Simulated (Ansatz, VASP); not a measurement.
## One calculation of MgO2, two programs

Contents of INCAR:

```
ALGO     = Normal         # electronic algorithm
EDIFF    = 1E-6           # SCF threshold, eV
EDIFFG   = -0.001         # ionic threshold
ENCUT    = 600            # plane-wave cutoff, eV
GGA      = PS             # functional
IBRION   = 2              # ionic algorithm
ISIF     = 3              # what is computed and relaxed
ISMEAR   = 0              # smearing method
LASPH    = True           # aspherical terms in the spheres
LCHARG   = False          # write CHGCAR
LREAL    = False          # projectors in reciprocal space
LWAVE    = False          # write WAVECAR
NELM     = 100            # most SCF steps
NSW      = 80             # ionic steps
PREC     = Accurate       # precision mode
SIGMA    = 0.01           # smearing width, eV
```

File KPOINTS:

```
k-points
0
Gamma
  6 6 6
```

File POSCAR:

```
MgO2
1.0
    4.8408307519      0.0000000000      0.0000000000
    0.0000000000      4.8408307519      0.0000000000
    0.0000000000      0.0000000000      4.8408307519
Mg O
4 8
Direct
    0.0000000000      0.5000000000      0.5000000000
    0.5000000000      0.5000000000      0.0000000000
    0.5000000000      0.0000000000      0.5000000000
    0.0000000000      0.0000000000      0.0000000000
    0.4116319358      0.0883680642      0.9116319358
    0.0883680642      0.9116319358      0.4116319358
    0.9116319358      0.4116319358      0.0883680642
    0.5883680642      0.5883680642      0.5883680642
    0.4116319358      0.4116319358      0.4116319358
    0.0883680642      0.5883680642      0.9116319358
    0.9116319358      0.0883680642      0.5883680642
    0.5883680642      0.9116319358      0.0883680642
```

Input for Ansatz:

```yaml
crystal:
  lattice:
    - [4.8408307549, 0.0, 0.0]
    - [0.0, 4.8408307549, 0.0]
    - [0.0, 0.0, 4.8408307549]
  atoms:
    - { symbol: Mg, position: [0.0, 0.5, 0.5] }
    - { symbol: Mg, position: [0.5, 0.5, 0.0] }
    - { symbol: Mg, position: [0.5, 0.0, 0.5] }
    - { symbol: Mg, position: [0.0, 0.0, 0.0] }
    - { symbol: O, position: [0.4116319357, 0.0883680643, 0.9116319357] }
    - { symbol: O, position: [0.0883680643, 0.9116319357, 0.4116319357] }
    - { symbol: O, position: [0.9116319357, 0.4116319357, 0.0883680643] }
    - { symbol: O, position: [0.5883680643, 0.5883680643, 0.5883680643] }
    - { symbol: O, position: [0.4116319357, 0.4116319357, 0.4116319357] }
    - { symbol: O, position: [0.0883680643, 0.5883680643, 0.9116319357] }
    - { symbol: O, position: [0.9116319357, 0.0883680643, 0.5883680643] }
    - { symbol: O, position: [0.5883680643, 0.9116319357, 0.0883680643] }
basis:
  ecutwfc: 420
kpoints:
  mp_grid: { grid: [6, 6, 6] }
hamiltonian:
  xc: pbesol
scf:
  occupations: { method: fixed }
output:
  forces: true
  stress: true
  eigenvalues: true
relax:
  adjacent_minimum: "off"
  f_tol: 0.001
  max_steps: 60
  cell: { stress_tol: 0.01 }
```

Alike in both runs: task relaxation of cell and atoms; functional PBEsol; k mesh 6 × 6 × 6; no spin polarisation.

|  | VASP | Ansatz |
| --- | --- | --- |
| version | VASP 6.6.1 | Ansatz 0.2.0 |
| potentials or method | VASP PAW PBE potentials, release 64 (Mg, O), cutoff 600 eV | scalar-relativistic, plane waves, PAW |
| occupations | gaussian, width 0.01 eV | fixed |
| valence electrons in the cell | 56 | 88 |

Ansatz gave:

| Item | Value |
| --- | --- |
| gap on the k mesh at the Fermi level, each at its own relaxed structure (eV) | 3.97 |
| relaxed volume (Å³/atom) | 9.45 |
| relaxed cell length with the largest relative difference (Å) | 4.841 |

Problem. Which values does VASP return?

Solution. gap on the k mesh at the Fermi level, each at its own relaxed structure (eV): 3.90; relaxed volume (Å³/atom): 9.41; relaxed cell length with the largest relative difference (Å): 4.834.

VASP's potentials were made for PBE, not for PBEsol. VASP's potentials hold 56 valence electrons a cell and Ansatz's 88, so a difference there can come from the potentials and not from the codes.
